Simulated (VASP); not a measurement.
# O (R-3m) in VASP: notebook

Runs on O. Level: PBEsol. Tasks: electric field gradients.

Everything below comes from runs of VASP 6.6.1. Logs are shortened: lines on timing, memory, paths and dates and some standing lists are left out, and cuts for length are marked.

## Step 1: The cell of the first run

Symmetry: R-3m, No. 166, trigonal system. The conventional cell has a = 2.856 Å, b = 2.856 Å, c = 10.259 Å, α = 90.00°, β = 90.00°, γ = 120.00°. Within 1.6 Å of O (site symmetry 3m) lie 1 O at 1.18 Å.

## Step 2: Electric field gradients, PBEsol (volume scaled by 1.01)

The input, INCAR:

```
SYSTEM = O
PREC = Accurate ; ENCUT = 520
EDIFF = 1E-8 ; ISMEAR = -1
SIGMA = 0.02 ; LREAL = .False.
LASPH = .True. ; NELM = 60
ALGO = Normal ; ISIF = 2
LWAVE = .False. ; LCHARG = .False.
GGA = PS ; LEFG = .True.
NBANDS = 13
```

The input, KPOINTS:

```
regular mesh
0
Gamma
  10 10 10
  0 0 0
```

The input, POSCAR:

```
O
1.0
    1.4280777911      0.8245010971      3.4196233390
   -1.4280777911      0.8245010971      3.4196233390
    0.0000000000     -1.6490021942      3.4196233390
O
2
Direct
    0.0577000000      0.0577000000      0.0577000000
    0.9423000000      0.9423000000      0.9423000000
```

Potentials or basis: VASP PAW PBE potentials, release 64 (O).

Started as:

```console
$ cat potpaw_PBE.64/O/POTCAR > POTCAR
$ mpirun -np 1 vasp_std > vasp.out
```

OUTCAR:

```text
SYSTEM = O
   PREC = Accurate
   ENCUT = 520
   EDIFF = 1E-8
   ISMEAR = -1
   LREAL = .False.
   LASPH = .True.
   NELM = 60
   ISIF = 2
   GGA = PS

 ion  position               nearest neighbor table
   1  0.058  0.058  0.058-   2 1.18
   2  0.942  0.942  0.942-   1 1.18

  LATTYP: Found a trigonal (rhomboedric) cell.
 ALAT       =     3.7964499229
 COS(alpha) =     0.7170052526

  Lattice vectors:

 A1 = (   1.4280777911,   0.8245010971,   3.4196233390)
 A2 = (  -1.4280777911,   0.8245010971,   3.4196233390)
 A3 = (   0.0000000000,  -1.6490021942,   3.4196233390)

Analysis of symmetry for initial positions (statically):
=====================================================================
 Subroutine PRICEL returns:
 Original cell was already a primitive cell.

 Routine SETGRP: Setting up the symmetry group for a
 trigonal (rhombohedral) supercell.

 Subroutine GETGRP returns: Found 12 space group operations
 (whereof 12 operations were pure point group operations)
 out of a pool of 12 trial point group operations.

The static configuration has the point symmetry D_3d.

Analysis of symmetry for dynamics (positions and initial velocities):
=====================================================================
 Subroutine PRICEL returns:
 Original cell was already a primitive cell.

 Routine SETGRP: Setting up the symmetry group for a
 trigonal (rhombohedral) supercell.

 Subroutine GETGRP returns: Found 12 space group operations
 (whereof 12 operations were pure point group operations)
 out of a pool of 12 trial point group operations.

The dynamic configuration has the point symmetry D_3d.

 Subroutine INISYM returns: Found 12 space group operations
 (whereof 12 operations are pure point group operations),
 and found     1 'primitive' translations

----------------------------------------------------------------------------------------

                                     Primitive cell

  volume of cell :      24.1586

  direct lattice vectors                    reciprocal lattice vectors
     1.428077791  0.824501097  3.419623339     0.350120983  0.202142444  0.097476623
    -1.428077791  0.824501097  3.419623339    -0.350120983  0.202142444  0.097476623
     0.000000000 -1.649002194  3.419623339     0.000000000 -0.404284888  0.097476623

  length of vectors
     3.796449923  3.796449923  3.796449923     0.415870127  0.415870127  0.415870127

  position of ions in fractional coordinates (direct lattice)
     0.057700000  0.057700000  0.057700000
     0.942300000  0.942300000  0.942300000

  ion indices of the primitive-cell ions
   primitive index   ion index
                 1           1
                 2           2

----------------------------------------------------------------------------------------

 KPOINTS: regular mesh

Automatic generation of k-mesh.
 Grid dimensions read from file:
 generate k-points for:   10   10   10

 Generating k-lattice:

  Cartesian coordinates                     Fractional coordinates (reciprocal lattice)
     0.035012098  0.020214244  0.009747662     0.100000000  0.000000000 -0.000000000
    -0.035012098  0.020214244  0.009747662     0.000000000  0.100000000 -0.000000000
     0.000000000 -0.040428489  0.009747662    -0.000000000 -0.000000000  0.100000000

  Length of vectors
     0.041587013  0.041587013  0.041587013

  Shift w.r.t. Gamma in fractional coordinates (k-lattice)
     0.000000000  0.000000000  0.000000000

 Subroutine IBZKPT returns following result:
 ===========================================

 Found    116 irreducible k-points:

 Following reciprocal coordinates:
            Coordinates               Weight
  0.000000  0.000000  0.000000      1.000000
  0.100000  0.000000  0.000000      6.000000
  0.200000  0.000000  0.000000      6.000000
  0.300000  0.000000  0.000000      6.000000
  0.400000  0.000000  0.000000      6.000000
  0.500000  0.000000 -0.000000      3.000000
[... 16 lines left out ...]
  0.300000  0.300000  0.000000      6.000000
  0.400000  0.300000  0.000000     12.000000
 [... further k-points ...]
   k-points           NKPTS =    116   k-points in BZ     NKDIM =    116   number of bands    NBANDS=     13
   number of dos      NEDOS =    301   number of ions     NIONS =      2
   total plane-waves  NPLWV =  21952
   dimension x,y,z NGX =    28 NGY =   28 NGZ =   28
   dimension x,y,z NGXF=    56 NGYF=   56 NGZF=   56
   ions per type =               2
   NGX,Y,Z   is equivalent  to a cutoff of  12.26, 12.26, 12.26 a.u.
   NGXF,Y,Z  is equivalent  to a cutoff of  24.52, 24.52, 24.52 a.u.
 SYSTEM =  O
   PREC   = accura    normal or accurate (medium, high low for compatibility)
   ISTART =      0    job   : 0-new  1-cont  2-samecut
   ICHARG =      2    charge: 1-file 2-atom 10-const
   ISPIN  =      1    spin polarized calculation?
   LNONCOLLINEAR =      F non collinear calculations
   LSORBIT =      F    spin-orbit coupling
   LASPH  =      T    aspherical Exc in radial PAW
   ENCUT  =  520.0 eV  38.22 Ry    6.18 a.u.   7.06  7.06  7.06*2*pi/ulx,y,z
   NELM   =     60;   NELMIN=  2; NELMDL= -5     # of ELM steps
   EDIFF  = 0.1E-07   stopping-criterion for ELM
   LREAL  =      F    real-space projection
   EDIFFG = 0.1E-06   stopping-criterion for IOM
   NSW    =      0    number of steps for IOM
   IBRION =     -1    ionic relax: 0-MD 1-quasi-New 2-CG
   NFREE  =      0    steps in history (QN), initial steepest desc. (CG)
   ISIF   =      2    stress and relaxation
   ISYM   =      2    0-nonsym 1-usesym 2-fastsym
   POTIM  = 0.5000    time-step for ionic-motion
   TEBEG  =    0.0;   TEEND  =   0.0 temperature during run
   PSTRESS=    0.0 pullay stress
   NELECT =      12.0000    total number of electrons
   NUPDOWN=      -1.0000    fix difference up-down
   EMIN   =  10.00;   EMAX   =-10.00  energy-range for DOS
   EFERMI =   0.00;   METHOD = LEGACY
   ISMEAR =    -1;   SIGMA  =   0.02  broadening in eV -4-tet -1-fermi 0-gaus
   EFERMI_NEDOS =   21; number of points for ismear=-14 and -15
   IALGO  =     38    algorithm
   IMIX   =      4    mixing-type and parameters
     AMIX     =   0.40;   BMIX     =  1.00
     AMIX_MAG =   1.60;   BMIX_MAG =  1.00
  volume/ion in A,a.u.               =      12.08        81.52
  Fermi-wavevector in a.u.,A,eV,Ry     =   1.296515  2.450059 22.870746  1.680952
  Thomas-Fermi vector in A             =   2.427967
   LORBIT       =      0    0 simple, 1 ext, 2 COOP (PROOUT), +10 PAW based schemes
   GGA     = PS    functional components
   LHFCALC =     F    Hartree Fock is set to
   AEXX    =    0.0000 exact exchange contribution
   IVDW    =     0    specifies the selected vdW correction
   LEPSILON=     F    determine dielectric tensor
   LRPA    =     F    only Hartree local field effects (RPA)
 non-spin polarized calculation
  energy-cutoff  :      520.00
  volume of cell :       24.16
 maximum number of plane-waves:       672
   NGX = 15   NGY = 15   NGZ = 15

 number of electron      12.0000000 magnetization

 Free energy of the ion-electron system (eV)
  ---------------------------------------------------
  ext. energy  EPLUGINS =         0.00000000
  ---------------------------------------------------
  free energy    TOTEN  =        -9.84274072 eV

  energy without entropy =       -9.84094380  energy(sigma->0) =       -9.84184226

 E-fermi :   0.2995     XC(G=0):  -9.3865

 val. band max:        0.2975721014   @ k =   0.5000   0.5000   0.3000
 cond. band min:       0.3211022453   @ k =  -0.4000   0.3000   0.1000
 fundamental gap:      0.0235301439
 Fermi energy:         0.2994739445

 k-point     1 :       0.0000    0.0000    0.0000
  band No.  band energies     occupation
      1     -27.7416      2.00000
      2     -13.4568      2.00000
      3      -8.8149      2.00000
      4      -6.2573      2.00000
      5      -6.2573      2.00000
      6       0.8524      0.00000
      7       0.8524      0.00000
      8       8.3450      0.00000
      9      11.8417      0.00000
     10      15.0217      0.00000
     11      18.7004      0.00000
     12      21.3620      0.00000
     13      21.3620      0.00000
[... 353 lines left out ...]
 k-point    24 :       0.4000    0.3000    0.0000
  band No.  band energies     occupation
      1     -27.4346      2.00000
      2     -13.6227      2.00000
      3      -8.1975      2.00000
      4      -7.0281      2.00000
      5      -6.8309      2.00000
      6      -0.6130      2.00000
      7       0.7770      0.00000
      8      10.0640      0.00000
      9      12.2386      0.00000
     10      14.8827      0.00000
     11      15.5444      0.00000
     12      19.3312      0.00000
     13      22.0726      0.00000

 [... further k-points ...]
[... 5 lines left out ...]
  --------------------------------------------------------------------------------------
  -------------------------------------------------------------------------------------
  Total       -1.3350344     -1.3350344      4.8129810      0.0000000      0.0000000     -0.0000000
  in kB      -88.5381413    -88.5381413    319.1920760      0.0000000      0.0000000     -0.0000000
  external PRESSURE =      47.3719312 kB  Pullay stress =       0.0000000 kB

 VOLUME and BASIS-vectors are now :
 -----------------------------------------------------------------------------
  energy-cutoff  :      520.00
  volume of cell :       24.16
      direct lattice vectors                 reciprocal lattice vectors
     1.428077791  0.824501097  3.419623339     0.350120983  0.202142444  0.097476623
    -1.428077791  0.824501097  3.419623339    -0.350120983  0.202142444  0.097476623
     0.000000000 -1.649002194  3.419623339     0.000000000 -0.404284888  0.097476623

 POSITION                                       TOTAL-FORCE (eV/Angst)
 -----------------------------------------------------------------------------------
      0.00000      0.00000      0.59194         0.000000      0.000000      3.542993
      0.00000      0.00000      9.66693         0.000000     -0.000000     -3.542993
 -----------------------------------------------------------------------------------
    total drift:                                0.000000     -0.000000      0.000000

  FREE ENERGIE OF THE ION-ELECTRON SYSTEM (eV)
  ---------------------------------------------------
  free  energy   TOTEN  =        -9.8427407225 eV

  energy  without entropy=       -9.8409437981  energy(sigma->0) =       -9.84184226

 Electric field gradients (V/A^2)
---------------------------------------------------------------------
 ion       V_xx      V_yy      V_zz      V_xy      V_xz      V_yz
---------------------------------------------------------------------
   1     -58.601   -58.601   117.201    -0.000     0.000    -0.000
   2     -58.601   -58.601   117.201     0.000    -0.000    -0.000
---------------------------------------------------------------------

 Electric field gradients after diagonalization (V/A^2)
 (convention: |V_zz| > |V_xx| > |V_yy|)
----------------------------------------------------------------------
 ion       V_xx      V_yy      V_zz     asymmetry (V_yy - V_xx)/ V_zz
----------------------------------------------------------------------
   1     -58.601   -58.601   117.201       0.000
   2     -58.601   -58.601   117.201       0.000
----------------------------------------------------------------------

           NMR quadrupolar parameters

 Cq : quadrupolar parameter    Cq=e*Q*V_zz/h
 eta: asymmetry parameters     (V_yy - V_xx)/ V_zz
 Q  : nuclear electric quadrupole moment in mb (millibarn)
----------------------------------------------------------------------
 ion       Cq(MHz)       eta       Q (mb)
----------------------------------------------------------------------
   1       0.283       0.000       1.000
   2       0.283       0.000       1.000
----------------------------------------------------------------------
```

Run time: 49 s. Hardware: 1 thread of Intel Xeon Platinum 8488C (Sapphire Rapids), shared host; peak memory 0.16 GiB.

Results:

```yaml
Free_energy: -9.8427 eV
Pressure: 4.7 GPa
Largest_force: 3.543 eV/Å
Band_gap_on_the_k_mesh: zero (band 6 reaches 1.10 eV, above the bottom of band 7 at -0.19 eV)
```

Forces on the atoms (eV/Å):
```
O    0.000  0.000  3.543
O    0.000  0.000 -3.543
```

Stress tensor (GPa, compression positive):
```
-8.85  0.00  0.00
 0.00 -8.85  0.00
 0.00  0.00 31.92
```

Electric field gradients, principal values (V/Å²):
| atom | least | middle | greatest (by size) |
| --- | --- | --- | --- |
| 1 O | -58.601 | -58.601 | 117.201 |
| 2 O | -58.601 | -58.601 | 117.201 |

Caveat: the standard files for N, O and F lose accuracy on very short bonds; spin is off for a triplet molecule; without QUAD_EFG the Cq values of the log hold for a quadrupole moment of 1 mb, not for the nuclei; the PAW data sets were made with another functional, which shifts forces and pressure a little.

## Step 3: Electric field gradients, PBEsol (volume scaled by 1.02)

The input, INCAR:

```
SYSTEM = O
ALGO = Normal
EDIFF = 1E-8
ENCUT = 520
GGA = PS
ISIF = 2
ISMEAR = -1
LASPH = .TRUE.
LCHARG = .FALSE.
LEFG = .TRUE.
LREAL = .FALSE.
LWAVE = .FALSE.
NBANDS = 13
NELM = 60
PREC = Accurate
SIGMA = 0.02
```

The input, KPOINTS:

```
k-points
0
G
  10 10 10
  0 0 0
```

The input, POSCAR:

```
O
1.0
    1.4327754493      0.8272132913      3.4308721810
   -1.4327754493      0.8272132913      3.4308721810
    0.0000000000     -1.6544265826      3.4308721810
O
2
Direct
    0.0577000000      0.0577000000      0.0577000000
    0.9423000000      0.9423000000      0.9423000000
```

Potentials or basis: VASP PAW PBE potentials, release 64 (O).

Started as:

```console
$ cat potpaw_PBE.64/O/POTCAR > POTCAR
$ mpirun -np 1 vasp_std > vasp.out
```

OUTCAR:

```text
SYSTEM = O
   EDIFF = 1E-8
   ENCUT = 520
   GGA = PS
   ISIF = 2
   ISMEAR = -1
   LASPH = .TRUE.
   LREAL = .FALSE.
   NELM = 60
   PREC = Accurate

 ion  position               nearest neighbor table
   1  0.058  0.058  0.058-   2 1.19
   2  0.942  0.942  0.942-   1 1.19

  LATTYP: Found a trigonal (rhomboedric) cell.
 ALAT       =     3.8089383350
 COS(alpha) =     0.7170052526

  Lattice vectors:

 A1 = (   1.4327754493,   0.8272132913,   3.4308721810)
 A2 = (  -1.4327754493,   0.8272132913,   3.4308721810)
 A3 = (   0.0000000000,  -1.6544265826,   3.4308721810)

Analysis of symmetry for initial positions (statically):
=====================================================================
 Subroutine PRICEL returns:
 Original cell was already a primitive cell.

 Routine SETGRP: Setting up the symmetry group for a
 trigonal (rhombohedral) supercell.

[... 571 lines left out ...]
  volume of cell :       24.40
      direct lattice vectors                 reciprocal lattice vectors
     1.432775449  0.827213291  3.430872181     0.348973037  0.201479677  0.097157025
    -1.432775449  0.827213291  3.430872181    -0.348973037  0.201479677  0.097157025
     0.000000000 -1.654426583  3.430872181     0.000000000 -0.402959354  0.097157025

 POSITION                                       TOTAL-FORCE (eV/Angst)
 -----------------------------------------------------------------------------------
      0.00000      0.00000      0.59388         0.000000     -0.000000      3.163781
      0.00000      0.00000      9.69873         0.000000      0.000000     -3.163781
 -----------------------------------------------------------------------------------
    total drift:                                0.000000     -0.000000      0.000000

  FREE ENERGIE OF THE ION-ELECTRON SYSTEM (eV)
  ---------------------------------------------------
  free  energy   TOTEN  =        -9.8496899182 eV

  energy  without entropy=       -9.8478474530  energy(sigma->0) =       -9.84876869

 Electric field gradients (V/A^2)
---------------------------------------------------------------------
 ion       V_xx      V_yy      V_zz      V_xy      V_xz      V_yz
---------------------------------------------------------------------
   1     -59.194   -59.194   118.387    -0.000     0.000    -0.000
   2     -59.194   -59.194   118.387    -0.000    -0.000    -0.000
---------------------------------------------------------------------

 Electric field gradients after diagonalization (V/A^2)
 (convention: |V_zz| > |V_xx| > |V_yy|)
----------------------------------------------------------------------
 ion       V_xx      V_yy      V_zz     asymmetry (V_yy - V_xx)/ V_zz
----------------------------------------------------------------------
   1     -59.194   -59.194   118.387       0.000
   2     -59.194   -59.194   118.387       0.000
----------------------------------------------------------------------

           NMR quadrupolar parameters

 Cq : quadrupolar parameter    Cq=e*Q*V_zz/h
 eta: asymmetry parameters     (V_yy - V_xx)/ V_zz
 Q  : nuclear electric quadrupole moment in mb (millibarn)
----------------------------------------------------------------------
 ion       Cq(MHz)       eta       Q (mb)
----------------------------------------------------------------------
   1       0.286       0.000       1.000
   2       0.286       0.000       1.000
----------------------------------------------------------------------
```

stdout:

```text
POSCAR found type information on POSCAR O
 POSCAR found :  1 types and       2 ions
 scaLAPACK will be used
 -----------------------------------------------------------------------------
|                                                                             |
|                                                                             |
|     You enforced a specific xc type in the INCAR file but a different       |
|     I HOPE YOU KNOW WHAT YOU ARE DOING!                                     |
|                                                                             |
 -----------------------------------------------------------------------------

 LDA part: xc-table for (Slater+PW92), standard interpolation
 POSCAR, INCAR and KPOINTS ok, starting setup
 FFT: planning ... GRIDC
 FFT: planning ... GRID_SOFT
 FFT: planning ... GRID
 WAVECAR not read
 entering main loop
ion   1

ion   2
```

It took 35 s on 1 thread of Intel Xeon Platinum 8488C (Sapphire Rapids), shared host; peak memory 0.16 GiB.

What came out:

* Free energy: -9.8497 eV
* Pressure: 3.6 GPa
* Largest force: 3.164 eV/Å
* Band gap on the k mesh: zero (band 6 reaches 0.99 eV, above the bottom of band 7 at -0.28 eV)

Forces on the atoms (eV/Å):
```
O    0.000  0.000  3.164
O    0.000  0.000 -3.164
```

Electric field gradients, principal values (V/Å²):
```
atom    least   middle  greatest (by size)
 1 O  -59.194  -59.194             118.387
 2 O  -59.194  -59.194             118.387
```

Caveat: the standard files for N, O and F lose accuracy on very short bonds; spin is off for a triplet molecule; without QUAD_EFG the Cq values of the log hold for a quadrupole moment of 1 mb, not for the nuclei; the PAW data sets were made with another functional, which shifts forces and pressure a little.

(Continued in part 2 of 3.)
